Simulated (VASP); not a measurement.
# Ti12O (a cell with a defect) in VASP: further runs

Ti12O (a cell with a defect) is run at these levels: LDA; tasks: single point.

Everything below comes from runs of VASP 6.6.1. Logs are shortened: lines on timing, memory, paths and dates and some standing lists are left out, and cuts for length are marked.

## (1) The cell of the first run

The cell holds a defect, 13 atoms: a = 5.900 Å, b = 8.850 Å, c = 4.685 Å, α = 90.00°, β = 90.00°, γ = 120.00°.

## (2) Single point, LDA

INCAR reads:

```
SYSTEM = Ti12O
  ALGO = Normal
  EDIFF = 1E-7
  ENCUT = 520
  GGA = CA
  ISIF = 2
  ISMEAR = -1
  LASPH = .TRUE.
  LCHARG = .FALSE.
  LREAL = .FALSE.
  LWAVE = .FALSE.
  NBANDS = 87
  NELM = 80
  PREC = Accurate
  SIGMA = 0.05
```

KPOINTS reads:

```
k-points
0
G
  2 2 2
  0 0 0
```

POSCAR reads:

```
Ti12O
1.0
    5.9000000000      0.0000000000      0.0000000000
   -4.4250000000      7.6643250000      0.0000000000
    0.0000000000      0.0000000000      4.6846000000
Ti O
12 1
Direct
   -0.0065070541     -0.0021749228     -0.0234383977
    0.1932011163      0.2490663727      0.5036344408
   -0.0012072337      0.3320582761      0.0072972716
    0.1563156797      0.5512192103      0.5074331895
    0.0046106911      0.6671250090      0.0070437017
    0.1773387406      0.8790977034      0.5025341432
    0.4965105021     -0.0051634749      0.0090786609
    0.6714178776      0.2284675783      0.5056690624
    0.5086788999      0.3358282081      0.0069407109
    0.6772926513      0.5607482089      0.5097123463
    0.4918336115      0.6612499478      0.0093064559
    0.6353412254      0.8769388022      0.5010168459
    0.0009216923      0.0043771810      0.5566591686
```

Potentials or basis: VASP PAW LDA potentials, release 64 (Ti_sv, O).

Run with:

```sh
$ cat potpaw_LDA.64/Ti_sv/POTCAR potpaw_LDA.64/O/POTCAR > POTCAR
$ mpirun -np 1 vasp_std > vasp.out
```

OUTCAR:

```text
SYSTEM = Ti12O
   EDIFF = 1E-7
   ENCUT = 520
   GGA = CA
   ISIF = 2
   ISMEAR = -1
   LASPH = .TRUE.
   LREAL = .FALSE.
   NELM = 80
   PREC = Accurate

 ion  position               nearest neighbor table
   1  0.993  0.998  0.977-  13 1.97  12 2.88   6 2.89
   2  0.193  0.249  0.504-  13 1.89   4 2.79  10 2.81   9 2.84   3 2.85   9 2.86   3 2.87   8 2.92

   3  0.999  0.332  0.007-   2 2.85   8 2.87   2 2.87   4 2.88   4 2.88   8 2.88   9 2.91  11 2.91

   4  0.156  0.551  0.507-   2 2.79   6 2.84  12 2.86   8 2.86  10 2.87   5 2.87   5 2.88   3 2.88
                             3 2.88  11 2.90  11 2.91
   5  0.005  0.667  0.007-   6 2.83  10 2.87   6 2.87   4 2.87   4 2.88  10 2.89  11 2.90   7 2.90

   6  0.177  0.879  0.503-  13 1.88  12 2.71   7 2.83   5 2.83   4 2.84   5 2.87   7 2.88  10 2.89
                             1 2.89
   7  0.497  0.995  0.009-  12 2.82   6 2.83  12 2.88   6 2.88   5 2.90
   8  0.671  0.228  0.506-   4 2.86   9 2.86   3 2.87   9 2.87   3 2.88   2 2.92
   9  0.509  0.336  0.007-   2 2.84   2 2.86   8 2.86   8 2.87  10 2.90   3 2.91  10 2.92
  10  0.677  0.561  0.510-   2 2.81   5 2.87   4 2.87   6 2.89   5 2.89   9 2.90  11 2.91  11 2.91
                             9 2.92
  11  0.492  0.661  0.009-  12 2.84   4 2.90  12 2.90   5 2.90  10 2.91  10 2.91   4 2.91   3 2.91

  12  0.635  0.877  0.501-  13 1.89   6 2.71   7 2.82  11 2.84   4 2.86   7 2.88   1 2.88  11 2.90

  13  0.001  0.004  0.557-   6 1.88  12 1.89   2 1.89   1 1.97

  LATTYP: Found a simple monoclinic cell.
 ALAT       =     5.9000000000
 B/A-ratio  =     0.7940000000
 C/A-ratio  =     1.3228756849
 COS(beta)  =    -0.1889822323

  Lattice vectors:

 A1 = (   5.9000000000,   0.0000000000,   0.0000000000)
 A2 = (   0.0000000000,   0.0000000000,   4.6846000000)
 A3 = (  -1.4750000000,  -7.6643250000,   0.0000000000)

Analysis of symmetry for initial positions (statically):
=====================================================================
 Subroutine PRICEL returns:
 Original cell was already a primitive cell.

 Routine SETGRP: Setting up the symmetry group for a
 simple monoclinic supercell.

 Subroutine GETGRP returns: Found  1 space group operations
 (whereof  1 operations were pure point group operations)
 out of a pool of  4 trial point group operations.

The static configuration has the point symmetry C_1 .

Analysis of symmetry for dynamics (positions and initial velocities):
=====================================================================
[... 128 lines left out ...]
   EMIN   =  10.00;   EMAX   =-10.00  energy-range for DOS
   EFERMI =   0.00;   METHOD = LEGACY
   ISMEAR =    -1;   SIGMA  =   0.05  broadening in eV -4-tet -1-fermi 0-gaus
   EFERMI_NEDOS =   21; number of points for ismear=-14 and -15
   IALGO  =     38    algorithm
   IMIX   =      4    mixing-type and parameters
     AMIX     =   0.40;   BMIX     =  1.00
     AMIX_MAG =   1.60;   BMIX_MAG =  1.00
  volume/ion in A,a.u.               =      16.30       109.96
  Fermi-wavevector in a.u.,A,eV,Ry     =   1.459170  2.757431 28.969197  2.129176
  Thomas-Fermi vector in A             =   2.575768
   LORBIT       =      0    0 simple, 1 ext, 2 COOP (PROOUT), +10 PAW based schemes
   GGA     = CA    functional components
   LHFCALC =     F    Hartree Fock is set to
   AEXX    =    0.0000 exact exchange contribution
   IVDW    =     0    specifies the selected vdW correction
   LEPSILON=     F    determine dielectric tensor
   LRPA    =     F    only Hartree local field effects (RPA)
 non-spin polarized calculation
  energy-cutoff  :      520.00
  volume of cell :      211.84
 maximum number of plane-waves:      5724
 NGX is ok and might be reduce to    48
   NGX = 21   NGY = 33   NGZ = 17

 number of electron     150.0000001 magnetization

 Free energy of the ion-electron system (eV)
  ---------------------------------------------------
  ext. energy  EPLUGINS =         0.00000000
  ---------------------------------------------------
  free energy    TOTEN  =      -112.62929806 eV

  energy without entropy =     -112.51751500  energy(sigma->0) =     -112.57340653

 E-fermi :   8.1482     XC(G=0): -11.8704

 val. band max:        8.1403135745   @ k =   0.5000   0.5000   0.5000
 cond. band min:       8.1810529361   @ k =   0.0000   0.0000   0.5000
 fundamental gap:      0.0407393616
 Fermi energy:         8.1481943760

 k-point     1 :       0.0000    0.0000    0.0000
  band No.  band energies     occupation
      1     -48.0769      2.00000
      2     -47.9234      2.00000
      3     -47.8947      2.00000
      4     -47.8378      2.00000
      5     -47.8184      2.00000
      6     -47.8076      2.00000
[... 709 lines left out ...]
     86       8.8290      0.00000
     87       9.3260      0.00000

------------------------ aborting loop because EDIFF is reached ----------------------------------------

  FORCE on cell =-STRESS in cart. coord.  units (eV):
  Direction    XX          YY          ZZ          XY          YZ          ZX
  --------------------------------------------------------------------------------------
  -------------------------------------------------------------------------------------
  Total       -5.7559109     -6.1409018     -7.9441105     -0.0920211      0.0895839     -0.0769107
  in kB      -43.5337627    -46.4455699    -60.0838041     -0.6959847      0.6775512     -0.5817000
  external PRESSURE =     -50.0210456 kB  Pullay stress =       0.0000000 kB

 VOLUME and BASIS-vectors are now :
 -----------------------------------------------------------------------------
  energy-cutoff  :      520.00
  volume of cell :      211.84
      direct lattice vectors                 reciprocal lattice vectors
     5.900000000  0.000000000  0.000000000     0.169491525  0.097855976  0.000000000
    -4.425000000  7.664325000  0.000000000     0.000000000  0.130474634  0.000000000
     0.000000000  0.000000000  4.684600000     0.000000000  0.000000000  0.213465397

 POSITION                                       TOTAL-FORCE (eV/Angst)
 -----------------------------------------------------------------------------------
      1.44623      7.64766      4.57480         0.002687     -0.012595      0.056863
      0.03777      1.90893      2.35933        -0.018385      0.103940     -0.010938
      4.42352      2.54500      0.03418        -0.014212     -0.000869      0.004601
     -1.51688      4.22472      2.37712        -0.001956      0.012657      0.000775
     -2.92483      5.11306      0.03300        -0.001537      0.010890     -0.003501
     -2.84371      6.73769      2.35417         0.110877     -0.053057     -0.011451
     -1.47274      7.62475      0.04253        -0.014051      0.005270      0.002590
      2.95040      1.75105      2.36886         0.032262     -0.007593      0.003714
      1.51517      2.57390      0.03251         0.008694     -0.001760      0.000147
      1.51472      4.29776      2.38780         0.001468     -0.013337      0.002952
     -0.02421      5.06803      0.04360         0.000886     -0.014805      0.001329
     -0.13194      6.72114      2.34706        -0.120061     -0.053141     -0.016516
     -0.01393      0.03355      2.60773         0.013327      0.024399     -0.030564
 -----------------------------------------------------------------------------------
    total drift:                                0.000152     -0.000284      0.000400

  FREE ENERGIE OF THE ION-ELECTRON SYSTEM (eV)
  ---------------------------------------------------
  free  energy   TOTEN  =      -112.6292980598 eV

  energy  without entropy=     -112.5175149997  energy(sigma->0) =     -112.57340653
```

stdout:

```text
POSCAR found type information on POSCAR TiO
 POSCAR found :  2 types and      13 ions
 scaLAPACK will be used
 LDA part: xc-table for (Slater(with rela. corr.)+CA(PZ))
 , standard interpolation
 POSCAR, INCAR and KPOINTS ok, starting setup
 FFT: planning ... GRIDC
 FFT: planning ... GRID_SOFT
 FFT: planning ... GRID
 WAVECAR not read
 entering main loop
```

It took 6.7 min on 1 thread of Intel Xeon 8259CL, shared host; peak memory 0.32 GiB.

What came out:

* Free energy: -112.6293 eV
* Pressure: -5.0 GPa
* Largest force: 0.132 eV/Å
* Band gap on the k mesh: zero (bands 75 and 76 overlap by 0.58 eV)

Forces in eV/Å, atoms in the order of the input:
```
Ti   0.003 -0.013  0.057
Ti  -0.018  0.104 -0.011
Ti  -0.014 -0.001  0.005
Ti  -0.002  0.013  0.001
Ti  -0.002  0.011 -0.004
Ti   0.111 -0.053 -0.011
Ti  -0.014  0.005  0.003
Ti   0.032 -0.008  0.004
Ti   0.009 -0.002  0.000
Ti   0.001 -0.013  0.003
Ti   0.001 -0.015  0.001
Ti  -0.120 -0.053 -0.017
O    0.013  0.024 -0.031
```

Stress tensor (GPa, compression positive):
```
-4.35 -0.07 -0.06
-0.07 -4.64  0.07
-0.06  0.07 -6.01
```

Caveat: the k points lie up to 0.67 Å⁻¹ apart, too coarse for converged energies and pressures of a metal.

## (3) Single point, LDA

INCAR reads:

```
SYSTEM = Ti12O
ALGO = Normal ; EDIFF = 1E-6
ENCUT = 520 ; ISIF = 2
ISMEAR = -1 ; LASPH = .True.
LCHARG = .True. ; LELF = .True.
LREAL = .False. ; LVHAR = .True.
LWAVE = .False. ; NBANDS = 87
NELM = 80 ; PREC = Accurate
SIGMA = 0.05
```

KPOINTS reads:

```
k-points
0
Gamma
  2 2 2
  0 0 0
```

POSCAR reads:

```
Ti12O
1.0
    5.9000000000      0.0000000000      0.0000000000
   -4.4250000000      7.6643250000      0.0000000000
    0.0000000000      0.0000000000      4.6846000000
Ti O
12 1
Direct
   -0.0361438629      0.0555821941     -0.0262775904
    0.2506778780      0.2653332159      0.4538487811
    0.1458442093      0.4053064034     -0.0572087265
    0.1506198292      0.5977303937      0.5323613542
    0.0371087692      0.7258173420      0.0354139094
    0.0534860740      0.8982526185      0.5379968407
    0.4160715816      0.0467621089      0.0185074499
    0.7599867513      0.2639371373      0.5677966102
    0.6206948975      0.3723615583      0.0433334756
    0.6616023120      0.5790855685      0.5791743158
    0.5266834673      0.6994875609     -0.0080476455
    0.5327346773      0.8927987788      0.5342825428
   -0.0932316611      0.1017702146      0.4094693250
```

Potentials or basis: VASP PAW LDA potentials, release 64 (Ti_sv, O).

Run with:

```sh
$ cat potpaw_LDA.64/Ti_sv/POTCAR potpaw_LDA.64/O/POTCAR > POTCAR
$ mpirun -np 1 vasp_std > vasp.out
```

OUTCAR:

```text
SYSTEM = Ti12O
   EDIFF = 1E-6
   ENCUT = 520
   ISIF = 2
   ISMEAR = -1
   LASPH = .True.
   LREAL = .False.
   NELM = 80
   PREC = Accurate

 ion  position               nearest neighbor table
   1  0.964  0.056  0.974-  13 2.14   6 2.67   7 2.72   3 2.73   2 2.87  11 2.91
   2  0.251  0.265  0.454-  13 1.82  10 2.68   9 2.70   3 2.82   1 2.87   6 2.88   3 2.90
   3  0.146  0.405  0.943-  11 2.46   4 2.56   8 2.64   1 2.73   2 2.82   2 2.90
   4  0.151  0.598  0.532-  12 2.45   3 2.56   8 2.69   5 2.81  10 2.81   5 2.84  11 2.89
   5  0.037  0.726  0.035-   7 2.59   6 2.76   6 2.78   4 2.81   4 2.84   9 2.85  10 2.88  11 2.91

   6  0.053  0.898  0.538-  13 2.43  10 2.61   1 2.67   5 2.76   5 2.78  12 2.85   2 2.88
   7  0.416  0.047  0.019-   9 2.51   5 2.59   1 2.72   8 2.89  12 2.90
   8  0.760  0.264  0.568-  13 2.15   3 2.64   4 2.69   9 2.71  12 2.86   7 2.89   9 2.90
   9  0.621  0.372  0.043-   7 2.51   2 2.70   8 2.71  10 2.77   5 2.85   8 2.90
  10  0.662  0.579  0.579-  11 2.52   6 2.61   2 2.68   9 2.77   4 2.81   5 2.88
  11  0.527  0.699  0.992-   3 2.46  10 2.52  12 2.73   4 2.89   1 2.91   5 2.91
  12  0.533  0.893  0.534-  13 2.13   4 2.45  11 2.73   6 2.85   8 2.86   7 2.90
[... 921 lines left out ...]

  FORCE on cell =-STRESS in cart. coord.  units (eV):
  Direction    XX          YY          ZZ          XY          YZ          ZX
  --------------------------------------------------------------------------------------
  -------------------------------------------------------------------------------------
  Total      -13.7325676     -1.3038095    -10.3149525      4.5833262      2.3229227     -0.8040145
  in kB     -103.8637243     -9.8611206    -78.0152270     34.6651363     17.5689944     -6.0810146
  external PRESSURE =     -63.9133573 kB  Pullay stress =       0.0000000 kB

 VOLUME and BASIS-vectors are now :
 -----------------------------------------------------------------------------
  energy-cutoff  :      520.00
  volume of cell :      211.84
      direct lattice vectors                 reciprocal lattice vectors
     5.900000000  0.000000000  0.000000000     0.169491525  0.097855976  0.000000000
    -4.425000000  7.664325000  0.000000000     0.000000000  0.130474634  0.000000000
     0.000000000  0.000000000  4.684600000     0.000000000  0.000000000  0.213465397

 POSITION                                       TOTAL-FORCE (eV/Angst)
 -----------------------------------------------------------------------------------
      5.44080      0.42600      4.56150        -0.978612      0.000547      1.006843
      0.30490      2.03360      2.12610         1.247014      1.245033      1.284842
     -0.93300      3.10640      4.41660         0.256052     -0.146003      0.588082
     -1.75630      4.58120      2.49390         0.279032     -0.415659     -0.040468
     -2.99280      5.56290      0.16590         0.123613      0.246392     -0.252630
     -3.65920      6.88450      2.52030        -0.112477      0.349320     -0.700184
      2.24790      0.35840      0.08670         0.142549     -0.027754     -0.559877
      3.31600      2.02290      2.65990         0.055786     -0.952905     -0.924003
      2.01440      2.85390      0.20300        -0.397482      1.006755     -0.146262
      1.34100      4.43830      2.71320         0.059828     -0.522018     -0.731678
      0.01220      5.36110      4.64690        -0.095054      0.960964      0.928876
     -0.80750      6.84270      2.50290         0.414618      0.830131     -0.760435
      4.89960      0.78000      1.91820        -0.994867     -2.574803      0.306893
 -----------------------------------------------------------------------------------
    total drift:                               -0.000086     -0.000093     -0.000075

  FREE ENERGIE OF THE ION-ELECTRON SYSTEM (eV)
  ---------------------------------------------------
  free  energy   TOTEN  =      -110.6521254907 eV

  energy  without entropy=     -110.4829135876  energy(sigma->0) =     -110.56751954
```

It took 7.3 min on 1 thread of Intel Xeon 8259CL, shared host; peak memory 0.32 GiB.

What came out:

```
Free energy            : -110.6521 eV
Pressure               : -6.4 GPa
Largest force          : 2.777 eV/Å
Band gap on the k mesh : zero (bands 75 and 76 overlap by 0.09 eV)
```

Forces on the atoms (eV/Å):
```
Ti  -0.979  0.001  1.007
Ti   1.247  1.245  1.285
Ti   0.256 -0.146  0.588
Ti   0.279 -0.416 -0.040
Ti   0.124  0.246 -0.253
Ti  -0.112  0.349 -0.700
Ti   0.143 -0.028 -0.560
Ti   0.056 -0.953 -0.924
Ti  -0.397  1.007 -0.146
Ti   0.060 -0.522 -0.732
Ti  -0.095  0.961  0.929
Ti   0.415  0.830 -0.760
O   -0.995 -2.575  0.307
```

Levels at points of the mesh, in eV from the Fermi level:
| k point | band 73 | band 74 | band 75 | band 76 | band 77 | band 78 |
| --- | --- | --- | --- | --- | --- | --- |
| (0.00, 0.00, 0.00) | -0.27 | -0.14 | -0.02 | 0.05 | 0.18 | 0.37 |
| (0.50, 0.00, 0.00) | -0.26 | -0.15 | -0.10 | 0.05 | 0.12 | 0.25 |
| (0.00, 0.50, 0.00) | -0.25 | -0.16 | -0.09 | 0.05 | 0.19 | 0.22 |
| (0.50, 0.50, 0.00) | -0.25 | -0.12 | -0.09 | -0.01 | 0.09 | 0.13 |
| (0.00, 0.00, 0.50) | -0.18 | -0.13 | 0.08 | 0.21 | 0.24 | 0.47 |
| (0.50, 0.00, 0.50) | -0.20 | -0.16 | -0.06 | 0.05 | 0.05 | 0.18 |
| (0.00, 0.50, 0.50) | -0.17 | -0.08 | -0.04 | 0.10 | 0.23 | 0.27 |
| (0.50, 0.50, 0.50) | -0.20 | -0.15 | -0.05 | 0.00 | 0.12 | 0.28 |

Caveat: the k points lie up to 0.67 Å⁻¹ apart; the atoms stand as in a frame of molecular dynamics.

[end of part 1 of 2]

The gap in the log of VASP goes by the Fermi energy; the results here count the filled bands.